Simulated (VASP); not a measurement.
# Be2Al in VASP: a series of runs

The runs below take Be2Al through single point, with PBE.

Program: VASP 6.6.1. These are calculated values, not measurements. Logs are shortened: lines on timing, memory, paths and dates and some standing lists are left out, and cuts for length are marked.

## Step 1: The cell of the first run

The cell holds a sheet with vacuum, 3 atoms: a = 2.695 Å, b = 2.695 Å, c = 16.000 Å, α = 90.00°, β = 90.00°, γ = 90.00°.

## Step 2: Single point, PBE

Contents of INCAR:

```
SYSTEM = Be2Al
  PREC = Accurate
  ENCUT = 520
  EDIFF = 1E-6
  ISMEAR = 0
  SIGMA = 0.1
  LREAL = .False.
  LASPH = .True.
  NELM = 80
  ALGO = Normal
  ISIF = 2
  LWAVE = .False.
  LCHARG = .True.
  LDIPOL = .True.
  IDIPOL = 3
  DIPOL = 0.5 0.5 0.500
  GGA = PE
  LELF = .True.
  LVHAR = .True.
  LVACPOTAV = .True.
  NBANDS = 10
```

Contents of KPOINTS:

```
regular mesh
0
Gamma
  6 6 1
  0 0 0
```

Contents of POSCAR:

```
Be2Al
1.0
    2.6950750000      0.0000000000      0.0000000000
    0.0000000000      2.6950750000      0.0000000000
    0.0000000000      0.0000000000     16.0000000000
Be Al
2 1
Direct
    0.0000000000      0.0000000000      0.5481079000
    0.0000000000      0.0000000000      0.4518921000
    0.5000000000      0.5000000000      0.5000000000
```

Potentials or basis: VASP PAW PBE potentials, release 64 (Be, Al).

Started as:

```sh
$ cat potpaw_PBE.64/Be/POTCAR potpaw_PBE.64/Al/POTCAR > POTCAR
$ mpirun -np 1 vasp_std > vasp.out
```

OUTCAR:

```text
SYSTEM = Be2Al
   PREC = Accurate
   ENCUT = 520
   EDIFF = 1E-6
   ISMEAR = 0
   LREAL = .False.
   LASPH = .True.
   NELM = 80
   ISIF = 2
   GGA = PE

 ion  position               nearest neighbor table
   1  0.000  0.000  0.548-   2 1.54   3 2.06   3 2.06   3 2.06   3 2.06
   2  0.000  0.000  0.452-   1 1.54   3 2.06   3 2.06   3 2.06   3 2.06
   3  0.500  0.500  0.500-   1 2.06   2 2.06   1 2.06   2 2.06   1 2.06   2 2.06   1 2.06   2 2.06

  LATTYP: Found a simple tetragonal cell.
 ALAT       =     2.6950750000
 C/A-ratio  =     5.9367550068

  Lattice vectors:

 A1 = (   2.6950750000,   0.0000000000,   0.0000000000)
 A2 = (   0.0000000000,   2.6950750000,   0.0000000000)
 A3 = (   0.0000000000,   0.0000000000,  16.0000000000)

Analysis of symmetry for initial positions (statically):
=====================================================================
 Subroutine PRICEL returns:
 Original cell was already a primitive cell.

 Routine SETGRP: Setting up the symmetry group for a
 simple tetragonal supercell.

 Subroutine GETGRP returns: Found 16 space group operations
 (whereof 16 operations were pure point group operations)
 out of a pool of 16 trial point group operations.

The static configuration has the point symmetry D_4h.

Analysis of symmetry for dynamics (positions and initial velocities):
=====================================================================
 Subroutine PRICEL returns:
 Original cell was already a primitive cell.

 Routine SETGRP: Setting up the symmetry group for a
 simple tetragonal supercell.

 Subroutine GETGRP returns: Found 16 space group operations
 (whereof 16 operations were pure point group operations)
 out of a pool of 16 trial point group operations.

The dynamic configuration has the point symmetry D_4h.

 Subroutine INISYM returns: Found 16 space group operations
 (whereof 16 operations are pure point group operations),
 and found     1 'primitive' translations

----------------------------------------------------------------------------------------

                                     Primitive cell

  volume of cell :     116.2149

  direct lattice vectors                    reciprocal lattice vectors
     2.695075000  0.000000000  0.000000000     0.371047188  0.000000000  0.000000000
     0.000000000  2.695075000  0.000000000     0.000000000  0.371047188  0.000000000
     0.000000000  0.000000000 16.000000000     0.000000000  0.000000000  0.062500000

  length of vectors
     2.695075000  2.695075000 16.000000000     0.371047188  0.371047188  0.062500000

  position of ions in fractional coordinates (direct lattice)
     0.000000000  0.000000000  0.548107900
     0.000000000  0.000000000  0.451892100
     0.500000000  0.500000000  0.500000000

  ion indices of the primitive-cell ions
   primitive index   ion index
                 1           1
                 2           2
                 3           3

----------------------------------------------------------------------------------------

 KPOINTS: regular mesh

Automatic generation of k-mesh.
 Grid dimensions read from file:
 generate k-points for:    6    6    1

 Generating k-lattice:

  Cartesian coordinates                     Fractional coordinates (reciprocal lattice)
     0.061841198  0.000000000  0.000000000     0.166666667  0.000000000  0.000000000
     0.000000000  0.061841198  0.000000000     0.000000000  0.166666667  0.000000000
     0.000000000  0.000000000  0.062500000     0.000000000  0.000000000  1.000000000

  Length of vectors
     0.061841198  0.061841198  0.062500000

  Shift w.r.t. Gamma in fractional coordinates (k-lattice)
     0.000000000  0.000000000  0.000000000

 Subroutine IBZKPT returns following result:
 ===========================================

 Found     10 irreducible k-points:

 Following reciprocal coordinates:
            Coordinates               Weight
  0.000000  0.000000  0.000000      1.000000
  0.166667  0.000000  0.000000      4.000000
  0.333333  0.000000  0.000000      4.000000
  0.500000  0.000000  0.000000      2.000000
  0.166667  0.166667  0.000000      4.000000
  0.333333  0.166667  0.000000      8.000000
  0.500000  0.166667  0.000000      4.000000
  0.333333  0.333333  0.000000      4.000000
  0.500000  0.333333  0.000000      4.000000
  0.500000  0.500000  0.000000      1.000000
   k-points           NKPTS =     10   k-points in BZ     NKDIM =     10   number of bands    NBANDS=     10
   number of dos      NEDOS =    301   number of ions     NIONS =      3
   total plane-waves  NPLWV =  48000
   dimension x,y,z NGX =    20 NGY =   20 NGZ =  120
   dimension x,y,z NGXF=    40 NGYF=   40 NGZF=  240
   ions per type =               2   1
   NGX,Y,Z   is equivalent  to a cutoff of  12.34, 12.34, 12.47 a.u.
   NGXF,Y,Z  is equivalent  to a cutoff of  24.67, 24.67, 24.94 a.u.
 SYSTEM =  Be2Al
   PREC   = accura    normal or accurate (medium, high low for compatibility)
   ISTART =      0    job   : 0-new  1-cont  2-samecut
   ICHARG =      2    charge: 1-file 2-atom 10-const
   ISPIN  =      1    spin polarized calculation?
   LNONCOLLINEAR =      F non collinear calculations
   LSORBIT =      F    spin-orbit coupling
   LASPH  =      T    aspherical Exc in radial PAW
   ENCUT  =  520.0 eV  38.22 Ry    6.18 a.u.   5.01  5.01 29.75*2*pi/ulx,y,z
   NELM   =     80;   NELMIN=  2; NELMDL= -5     # of ELM steps
   EDIFF  = 0.1E-05   stopping-criterion for ELM
   LREAL  =      F    real-space projection
   EDIFFG = 0.1E-04   stopping-criterion for IOM
   NSW    =      0    number of steps for IOM
   IBRION =     -1    ionic relax: 0-MD 1-quasi-New 2-CG
   NFREE  =      0    steps in history (QN), initial steepest desc. (CG)
   ISIF   =      2    stress and relaxation
   ISYM   =      2    0-nonsym 1-usesym 2-fastsym
   POTIM  = 0.5000    time-step for ionic-motion
   TEBEG  =    0.0;   TEEND  =   0.0 temperature during run
   PSTRESS=    0.0 pullay stress
   NELECT =       7.0000    total number of electrons
   NUPDOWN=      -1.0000    fix difference up-down
   EMIN   =  10.00;   EMAX   =-10.00  energy-range for DOS
   EFERMI =   0.00;   METHOD = LEGACY
   ISMEAR =     0;   SIGMA  =   0.10  broadening in eV -4-tet -1-fermi 0-gaus
   EFERMI_NEDOS =   21; number of points for ismear=-14 and -15
   IALGO  =     38    algorithm
   IMIX   =      4    mixing-type and parameters
     AMIX     =   0.40;   BMIX     =  1.00
     AMIX_MAG =   1.60;   BMIX_MAG =  1.00
  volume/ion in A,a.u.               =      38.74       261.42
  Fermi-wavevector in a.u.,A,eV,Ry     =   0.641732  1.212697  5.603149  0.411820
  Thomas-Fermi vector in A             =   1.708168
   LORBIT       =      0    0 simple, 1 ext, 2 COOP (PROOUT), +10 PAW based schemes
   GGA     = PE    functional components
   LHFCALC =     F    Hartree Fock is set to
   AEXX    =    0.0000 exact exchange contribution
   IVDW    =     0    specifies the selected vdW correction
   LEPSILON=     F    determine dielectric tensor
   LRPA    =     F    only Hartree local field effects (RPA)
 non-spin polarized calculation
 Gauss-broadening in eV      SIGMA  =   0.10
  energy-cutoff  :      520.00
  volume of cell :      116.21
 maximum number of plane-waves:      3168
   NGX = 11   NGY = 11   NGZ = 59

 dipolmoment           0.000000      0.000000      0.000000 electrons x Angstroem

 number of electron       7.0000000 magnetization

 dipolmoment           0.000000      0.000000     -0.000000 electrons x Angstroem

 Free energy of the ion-electron system (eV)
  ---------------------------------------------------
  ext. energy  EPLUGINS =         0.00000000
  ---------------------------------------------------
  free energy    TOTEN  =        -4.42824566 eV

  energy without entropy =       -4.41095121  energy(sigma->0) =       -4.41959843

 E-fermi :  -1.3612     XC(G=0):  -3.5553

 val. band max:       -1.3694343972   @ k =   0.5000   0.3333   0.0000
 cond. band min:      -1.2901034809   @ k =   0.3333   0.1667   0.0000
 fundamental gap:      0.0793309163
 Fermi energy:        -1.3611552197

 k-point     1 :       0.0000    0.0000    0.0000
  band No.  band energies     occupation
      1     -13.2960      2.00000
      2      -6.5572      2.00000
      3      -2.9816      2.00000
      4       1.0079      0.00000
      5       1.0079      0.00000
      6       2.2683      0.00000
      7       2.7384      0.00000
      8       3.9794      0.00000
      9       4.1592      0.00000
     10       4.7252      0.00000

 k-point     2 :       0.1667    0.0000    0.0000
  band No.  band energies     occupation
      1     -12.8377      2.00000
      2      -6.1115      2.00000
      3      -3.0403      2.00000
      4      -1.6436      1.99994
      5       1.3337      0.00000
      6       2.7258      0.00000
      7       3.3154      0.00000
      8       4.5056      0.00000
      9       4.7157      0.00000
     10       5.5403      0.00000

 k-point     3 :       0.3333    0.0000    0.0000
  band No.  band energies     occupation
      1     -11.4819      2.00000
      2      -6.2237      2.00000
      3      -4.8054      2.00000
      4      -0.7278      0.00000
      5       0.7570      0.00000
      6       2.1493      0.00000
      7       4.5854      0.00000
      8       4.9567      0.00000
      9       6.2104      0.00000
     10       7.0200      0.00000
[... 66 lines left out ...]
 k-point     9 :       0.5000    0.3333    0.0000
  band No.  band energies     occupation
      1      -7.7982      2.00000
      2      -7.7403      2.00000
      3      -2.7836      2.00000
      4      -1.3694      1.09321
      5      -0.5112      0.00000
      6       1.1087      0.00000
      7       3.2400      0.00000
      8       5.0918      0.00000
      9       5.6162      0.00000
     10       7.2960      0.00000

 k-point    10 :       0.5000    0.5000    0.0000
  band No.  band energies     occupation
      1      -6.8582      2.00000
      2      -6.8582      2.00000
      3      -4.3515      2.00000
      4      -0.6986      0.00000
      5       0.0560      0.00000
      6       0.0560      0.00000
      7       3.1757      0.00000
      8       4.0338      0.00000
      9       4.2734      0.00000
     10       9.1982      0.00000

------------------------ aborting loop because EDIFF is reached ----------------------------------------

  FORCE on cell =-STRESS in cart. coord.  units (eV):
  Direction    XX          YY          ZZ          XY          YZ          ZX
  --------------------------------------------------------------------------------------
  -------------------------------------------------------------------------------------
  Total       12.2514753     12.2514753     16.0631842      0.0000000      0.0000000     -0.0000000
  in kB      168.9029670    168.9029670    221.4524696      0.0000000      0.0000000     -0.0000000
  external PRESSURE =     186.4194679 kB  Pullay stress =       0.0000000 kB

 VOLUME and BASIS-vectors are now :
 -----------------------------------------------------------------------------
  energy-cutoff  :      520.00
  volume of cell :      116.21
      direct lattice vectors                 reciprocal lattice vectors
     2.695075000  0.000000000  0.000000000     0.371047188  0.000000000  0.000000000
     0.000000000  2.695075000  0.000000000     0.000000000  0.371047188  0.000000000
     0.000000000  0.000000000 16.000000000     0.000000000  0.000000000  0.062500000

 POSITION                                       TOTAL-FORCE (eV/Angst)
 -----------------------------------------------------------------------------------
      0.00000      0.00000      8.76973         0.000000      0.000000     10.437354
      0.00000      0.00000      7.23027        -0.000000      0.000000    -10.437354
      1.34754      1.34754      8.00000         0.000000      0.000000      0.000000
 -----------------------------------------------------------------------------------
    total drift:                               -0.000000     -0.000000     -0.000000

  FREE ENERGIE OF THE ION-ELECTRON SYSTEM (eV)
  ---------------------------------------------------
  free  energy   TOTEN  =        -4.4282456570 eV

  energy  without entropy=       -4.4109512058  energy(sigma->0) =       -4.41959843

 vacuum level on the upper side and lower side of the slab         3.158         3.158
```

It took 15 s on 1 thread of Intel Xeon Platinum 8375C at 2.90GHz (Ice Lake), shared host; peak memory 0.2 GiB.

What came out:

| Property | Result |
| --- | --- |
| Free energy | -4.4282 eV |
| Largest force | 10.437 eV/Å |

Forces in eV/Å, atoms in the order of the input:
```
Be    0.000   0.000  10.437
Be    0.000   0.000 -10.437
Al    0.000   0.000   0.000
```

Caveat: the k points lie up to 0.39 Å⁻¹ apart.

(Continued in part 2 of 2.)
